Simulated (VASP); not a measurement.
# Pb (Fm-3m) in VASP: notebook

Runs on Pb. Level: LDA. Tasks: single point.

Everything below comes from runs of VASP 6.6.1. Logs are shortened: lines on timing, memory, paths and dates and some standing lists are left out, and cuts for length are marked.

**1. The cell of the first run**

It takes space group Fm-3m (No. 225, cubic). The conventional cell has a = 4.950 Å, b = 4.950 Å, c = 4.950 Å, α = 90.00°, β = 90.00°, γ = 90.00°. Pb (site symmetry m-3m) has 12 Pb at 3.50 Å within 4.6 Å.

**2. Single point, LDA, non-collinear spin, zero start, spin-orbit coupling**

INCAR

```
SYSTEM = Pb
  ALGO = Fast
  EDIFF = 1E-7
  ENCUT = 520
  GGA = CA
  GGA_COMPAT = .FALSE.
  ISIF = 2
  ISMEAR = -1
  LASPH = .TRUE.
  LCHARG = .FALSE.
  LNONCOLLINEAR = .TRUE.
  LORBIT = 11
  LORBMOM = .TRUE.
  LREAL = .FALSE.
  LSORBIT = .TRUE.
  LWAVE = .FALSE.
  MAGMOM = 0 0 0
  NBANDS = 25
  NELM = 150
  PREC = Accurate
  SIGMA = 0.05
```

KPOINTS

```
k-points
0
G
  9 9 9
  0 0 0
```

POSCAR

```
Pb
1.0
    0.0000000000      2.4750200000      2.4750200000
    2.4750200000      0.0000000000      2.4750200000
    2.4750200000      2.4750200000      0.0000000000
Pb
1
Direct
    0.0000000000      0.0000000000      0.0000000000
```

Potentials or basis: VASP PAW LDA potentials, release 64 (Pb_d).

Started as:

```bash
cat potpaw_LDA.64/Pb_d/POTCAR > POTCAR
mpirun -np 1 vasp_ncl > vasp.out
```

OUTCAR:

```text
SYSTEM = Pb
   EDIFF = 1E-7
   ENCUT = 520
   GGA = CA
   ISIF = 2
   ISMEAR = -1
   LASPH = .TRUE.
   LNONCOLLINEAR = .TRUE.
   LORBIT = 11
   LREAL = .FALSE.
   LSORBIT = .TRUE.
   NELM = 150
   PREC = Accurate

 ion  position               nearest neighbor table
   1  0.000  0.000  0.000-

  LATTYP: Found a face centered cubic cell.
 ALAT       =     4.9500400000

  Lattice vectors:

 A1 = (   0.0000000000,   2.4750200000,   2.4750200000)
 A2 = (   2.4750200000,   0.0000000000,   2.4750200000)
 A3 = (   2.4750200000,   2.4750200000,   0.0000000000)

Analysis of symmetry for initial positions (statically):
=====================================================================
 Subroutine PRICEL returns:
 Original cell was already a primitive cell.

 Routine SETGRP: Setting up the symmetry group for a
 face centered cubic supercell.

 Subroutine GETGRP returns: Found 48 space group operations
 (whereof 48 operations were pure point group operations)
 out of a pool of 48 trial point group operations.

The static configuration has the point symmetry O_h .

Analysis of symmetry for dynamics (positions and initial velocities):
=====================================================================
 Subroutine PRICEL returns:
 Original cell was already a primitive cell.

 Routine SETGRP: Setting up the symmetry group for a
 face centered cubic supercell.

 Subroutine GETGRP returns: Found 48 space group operations
 (whereof 48 operations were pure point group operations)
 out of a pool of 48 trial point group operations.

The dynamic configuration has the point symmetry O_h .

Analysis of structural, dynamic, and magnetic symmetry:
=====================================================================
 Subroutine PRICEL returns:
 Original cell was already a primitive cell.

 Routine SETGRP: Setting up the symmetry group for a
 face centered cubic supercell.

 Subroutine GETGRP returns: Found 48 space group operations
 (whereof 48 operations were pure point group operations)
 out of a pool of 48 trial point group operations.

The overall configuration has the point symmetry O_h .

 Subroutine INISYM returns: Found 48 space group operations
 (whereof 48 operations are pure point group operations),
 and found     1 'primitive' translations

----------------------------------------------------------------------------------------

                                     Primitive cell

  volume of cell :      30.3226

  direct lattice vectors                    reciprocal lattice vectors
     0.000000000  2.475020000  2.475020000    -0.202018570  0.202018570  0.202018570
     2.475020000  0.000000000  2.475020000     0.202018570 -0.202018570  0.202018570
     2.475020000  2.475020000  0.000000000     0.202018570  0.202018570 -0.202018570

  length of vectors
     3.500206851  3.500206851  3.500206851     0.349906427  0.349906427  0.349906427

  position of ions in fractional coordinates (direct lattice)
     0.000000000  0.000000000  0.000000000

  ion indices of the primitive-cell ions
   primitive index   ion index
                 1           1

----------------------------------------------------------------------------------------

 KPOINTS: k-points

Automatic generation of k-mesh.
 Grid dimensions read from file:
 generate k-points for:    9    9    9

 Generating k-lattice:

  Cartesian coordinates                     Fractional coordinates (reciprocal lattice)
    -0.022446508  0.022446508  0.022446508     0.111111111  0.000000000  0.000000000
     0.022446508 -0.022446508  0.022446508     0.000000000  0.111111111  0.000000000
     0.022446508  0.022446508 -0.022446508     0.000000000  0.000000000  0.111111111

  Length of vectors
     0.038878492  0.038878492  0.038878492

  Shift w.r.t. Gamma in fractional coordinates (k-lattice)
     0.000000000  0.000000000  0.000000000

 Subroutine IBZKPT returns following result:
 ===========================================

 Found     35 irreducible k-points:

 Following reciprocal coordinates:
            Coordinates               Weight
  0.000000  0.000000  0.000000      1.000000
  0.111111  0.000000  0.000000      8.000000
  0.222222  0.000000  0.000000      8.000000
  0.333333  0.000000  0.000000      8.000000
  0.444444  0.000000  0.000000      8.000000
  0.111111  0.111111  0.000000      6.000000
[... 16 lines left out ...]
 -0.333333  0.333333  0.000000     12.000000
  0.444444  0.444444  0.000000      6.000000
 [... further k-points ...]
   k-points           NKPTS =     35   k-points in BZ     NKDIM =     35   number of bands    NBANDS=     25
   number of dos      NEDOS =    301   number of ions     NIONS =      1
   total plane-waves  NPLWV =  21952
   dimension x,y,z NGX =    28 NGY =   28 NGZ =   28
   dimension x,y,z NGXF=    56 NGYF=   56 NGZF=   56
   ions per type =               1
   NGX,Y,Z   is equivalent  to a cutoff of  13.30, 13.30, 13.30 a.u.
   NGXF,Y,Z  is equivalent  to a cutoff of  26.60, 26.60, 26.60 a.u.
 SYSTEM =  Pb
   PREC   = accura    normal or accurate (medium, high low for compatibility)
   ISTART =      0    job   : 0-new  1-cont  2-samecut
   ICHARG =      2    charge: 1-file 2-atom 10-const
   ISPIN  =      1    spin polarized calculation?
   LNONCOLLINEAR =      T non collinear calculations
   LSORBIT =      T    spin-orbit coupling
   LASPH  =      T    aspherical Exc in radial PAW
   ENCUT  =  520.0 eV  38.22 Ry    6.18 a.u.   6.51  6.51  6.51*2*pi/ulx,y,z
   NELM   =    150;   NELMIN=  2; NELMDL= -5     # of ELM steps
   EDIFF  = 0.1E-06   stopping-criterion for ELM
   LREAL  =      F    real-space projection
   EDIFFG = 0.1E-05   stopping-criterion for IOM
   NSW    =      0    number of steps for IOM
   IBRION =     -1    ionic relax: 0-MD 1-quasi-New 2-CG
   NFREE  =      0    steps in history (QN), initial steepest desc. (CG)
   ISIF   =      2    stress and relaxation
   ISYM   =      2    0-nonsym 1-usesym 2-fastsym
   POTIM  = 0.5000    time-step for ionic-motion
   TEBEG  =    0.0;   TEEND  =   0.0 temperature during run
   PSTRESS=    0.0 pullay stress
   NELECT =      14.0000    total number of electrons
   NUPDOWN=      -1.0000    fix difference up-down
   EMIN   =  10.00;   EMAX   =-10.00  energy-range for DOS
   EFERMI =   0.00;   METHOD = LEGACY
   ISMEAR =    -1;   SIGMA  =   0.05  broadening in eV -4-tet -1-fermi 0-gaus
   EFERMI_NEDOS =   21; number of points for ismear=-14 and -15
   IALGO  =     68    algorithm
   IMIX   =      4    mixing-type and parameters
     AMIX     =   0.40;   BMIX     =  1.00
     AMIX_MAG =   1.60;   BMIX_MAG =  1.00
  volume/ion in A,a.u.               =      30.32       204.63
  Fermi-wavevector in a.u.,A,eV,Ry     =   1.265306  2.391081 21.782907  1.600999
  Thomas-Fermi vector in A             =   2.398566
   LORBIT       =     11    0 simple, 1 ext, 2 COOP (PROOUT), +10 PAW based schemes
   GGA     = CA    functional components
   LHFCALC =     F    Hartree Fock is set to
   AEXX    =    0.0000 exact exchange contribution
   IVDW    =     0    specifies the selected vdW correction
   LEPSILON=     F    determine dielectric tensor
   LRPA    =     F    only Hartree local field effects (RPA)
 RMM-DIIS sequential band-by-band and
  energy-cutoff  :      520.00
  volume of cell :       30.32
 maximum number of plane-waves:      1738
 NGX is ok and might be reduce to    28
   NGX = 13   NGY = 13   NGZ = 13

 number of electron      13.9999999 magnetization      -0.0000000     -0.0000000     -0.0000000

 number of electron      13.9999999 magnetization       0.0000000      0.0000000      0.0000000

 number of electron      13.9999999 magnetization       0.0000000      0.0000000     -0.0000000

 number of electron      13.9999999 magnetization      -0.0000000     -0.0000000      0.0000000

 Free energy of the ion-electron system (eV)
  ---------------------------------------------------
  ext. energy  EPLUGINS =         0.00000000
  ---------------------------------------------------
  free energy    TOTEN  =        -4.81614524 eV

  energy without entropy =       -4.81372024  energy(sigma->0) =       -4.81493274

 E-fermi :   6.8361     XC(G=0): -10.4407

 val. band max:        6.6753398146   @ k =   0.3333   0.3333   0.0000
 cond. band min:       6.8930963277   @ k =  -0.2222   0.3333   0.1111
 fundamental gap:      0.2177565131
 Fermi energy:         6.8360823878

 k-point     1 :       0.0000    0.0000    0.0000
  band No.  band energies     occupation
      1     -11.4102      1.00000
      2     -11.4102      1.00000
      3     -11.4102      1.00000
      4     -11.4102      1.00000
      5      -8.9242      1.00000
      6      -8.9242      1.00000
[... 17 lines left out ...]
     24      19.4273      0.00000
     25      19.4614      0.00000

 k-point     2 :       0.1111    0.0000    0.0000
  band No.  band energies     occupation
      1     -11.4081      1.00000
      2     -11.4081      1.00000
      3     -11.4003      1.00000
      4     -11.4003      1.00000
      5      -8.9109      1.00000
      6      -8.9109      1.00000
[... 17 lines left out ...]
     24      20.0077      0.00000
     25      20.0440      0.00000

 k-point     3 :       0.2222    0.0000    0.0000
  band No.  band energies     occupation
      1     -11.4036      1.00000
      2     -11.4036      1.00000
      3     -11.3766      1.00000
      4     -11.3766      1.00000
      5      -8.8847      1.00000
      6      -8.8847      1.00000
[... 552 lines left out ...]
 k-point    23 :      -0.3333    0.3333    0.0000
  band No.  band energies     occupation
      1     -11.3724      1.00000
      2     -11.3724      1.00000
      3     -11.3329      1.00000
      4     -11.3329      1.00000
      5      -8.8668      1.00000
      6      -8.8668      1.00000
[... 17 lines left out ...]
     24      22.2634      0.00000
     25      22.4225      0.00000

 k-point    24 :       0.4444    0.4444    0.0000
  band No.  band energies     occupation
      1     -11.3855      1.00000
      2     -11.3855      1.00000
      3     -11.3340      1.00000
      4     -11.3340      1.00000
      5      -8.8944      1.00000
      6      -8.8944      1.00000
[... 17 lines left out ...]
     24      25.2747      0.00000
     25      26.2392      0.00000

 [... further k-points ...]
[... 5 lines left out ...]
  --------------------------------------------------------------------------------------
  -------------------------------------------------------------------------------------
  Total       -0.3804640     -0.3804640     -0.3804640     -0.0000000      0.0000000      0.0000000
  in kB      -20.1028698    -20.1028698    -20.1028698     -0.0000000      0.0000000      0.0000000
  external PRESSURE =     -20.1028698 kB  Pullay stress =       0.0000000 kB

 VOLUME and BASIS-vectors are now :
 -----------------------------------------------------------------------------
  energy-cutoff  :      520.00
  volume of cell :       30.32
      direct lattice vectors                 reciprocal lattice vectors
     0.000000000  2.475020000  2.475020000    -0.202018570  0.202018570  0.202018570
     2.475020000  0.000000000  2.475020000     0.202018570 -0.202018570  0.202018570
     2.475020000  2.475020000  0.000000000     0.202018570  0.202018570 -0.202018570

 POSITION                                       TOTAL-FORCE (eV/Angst)
 -----------------------------------------------------------------------------------
      0.00000      0.00000      0.00000         0.000000      0.000000      0.000000
 -----------------------------------------------------------------------------------
    total drift:                               -0.000000     -0.000000     -0.000000

  FREE ENERGIE OF THE ION-ELECTRON SYSTEM (eV)
  ---------------------------------------------------
  free  energy   TOTEN  =        -4.8161452424 eV

  energy  without entropy=       -4.8137202378  energy(sigma->0) =       -4.81493274

 orbital moment (x)

 # of ion     p       d       tot
 ----------------------------------------
  1        -0.000   0.000   0.000
 ----------------------------------------
           -0.000   0.000   0.000

 orbital moment (y)

 # of ion     p       d       tot
 ----------------------------------------
  1        -0.000   0.000   0.000
 ----------------------------------------
           -0.000   0.000   0.000

 orbital moment (z)

 # of ion     p       d       tot
 ----------------------------------------
  1         0.000   0.000   0.000
 ----------------------------------------
            0.000   0.000   0.000

 Spin-Orbit-Coupling matrix elements

 Ion:    1  E_soc:     -1.1589864
 l=   1
     0.0000000    -0.1242880    -0.1242880
    -0.1242880     0.0000000    -0.1242880
    -0.1242880    -0.1242880     0.0000000
 l=   2
     0.0000000    -0.0138678     0.0000000    -0.0138678    -0.0550086
    -0.0138678     0.0000000    -0.0412564    -0.0138678    -0.0137521
     0.0000000    -0.0412564     0.0000000    -0.0412564     0.0000000
    -0.0138678    -0.0138678    -0.0412564     0.0000000    -0.0137521
    -0.0550086    -0.0137521     0.0000000    -0.0137521     0.0000000
 l=   3
     0.0000000     0.0000000     0.0000000     0.0000000     0.0000000     0.0000000     0.0000000
     0.0000000     0.0000000     0.0000000     0.0000000     0.0000000     0.0000000     0.0000000
     0.0000000     0.0000000     0.0000000     0.0000000     0.0000000     0.0000000     0.0000000
     0.0000000     0.0000000     0.0000000     0.0000000     0.0000000     0.0000000     0.0000000
     0.0000000     0.0000000     0.0000000     0.0000000     0.0000000     0.0000000     0.0000000
     0.0000000     0.0000000     0.0000000     0.0000000     0.0000000     0.0000000     0.0000000
     0.0000000     0.0000000     0.0000000     0.0000000     0.0000000     0.0000000     0.0000000

 total charge

# of ion       s       p       d       tot
------------------------------------------
    1        1.397   0.767   9.807  11.971

 magnetization (x)

# of ion       s       p       d       tot
------------------------------------------
    1       -0.000  -0.000   0.000  -0.000

 magnetization (y)

# of ion       s       p       d       tot
------------------------------------------
    1       -0.000  -0.000   0.000  -0.000

 magnetization (z)

# of ion       s       p       d       tot
------------------------------------------
    1       -0.000   0.000  -0.000  -0.000
```

It took 32 s on 1 thread of AMD EPYC 9R45 (Zen 5), shared host; peak memory 0.19 GiB.

What came out:

```yaml
Free_energy: -4.8161 eV
Pressure: -2.0 GPa
Net_moment: 0.00 μB per cell
Valence_electrons_inside_the_program's_atomic_spheres: Pb 11.97
```

Moments on the atoms (μB; x, y, z):
```
Pb  0.00 0.00 0.00
```

**3. Single point, LDA, non-collinear spin, zero start, spin-orbit coupling**

This run uses another cell than the first one, of 30.93 Å³/atom.

INCAR

```
PREC = Accurate
ENCUT = 520
EDIFF = 1E-6
ISMEAR = -1
SIGMA = 0.05
LREAL = F
LASPH = T
NELM = 150
ALGO = Normal
ISIF = 2
LWAVE = F
LCHARG = F
MAGMOM = 0 0 0
LORBIT = 11
LSORBIT = T
GGA_COMPAT = F
LORBMOM = T
NBANDS = 25
```

KPOINTS

```
Automatic mesh
0
Gamma
  9 9 9
```

POSCAR

```
Pb
1.0
    0.0000000000      2.4914113386      2.4914113386
    2.4914113386      0.0000000000      2.4914113386
    2.4914113386      2.4914113386      0.0000000000
Pb
1
Direct
    0.0000000000      0.0000000000      0.0000000000
```

Potentials or basis: VASP PAW LDA potentials, release 64 (Pb_d).

Started as:

```bash
cat potpaw_LDA.64/Pb_d/POTCAR > POTCAR
mpirun -np 1 vasp_ncl > vasp.out
```

Wall time 22 s (1 thread of AMD EPYC 9R45 (Zen 5), shared host); peak memory 0.19 GiB.

It converged, with:

```yaml
Free_energy: -4.8073 eV
Pressure: -2.9 GPa
Net_moment: 0.00 μB per cell
Valence_electrons_inside_the_program's_atomic_spheres: Pb 11.96
```

Moments on the atoms (μB; x, y, z):
```
Pb  0.00 0.00 0.00
```
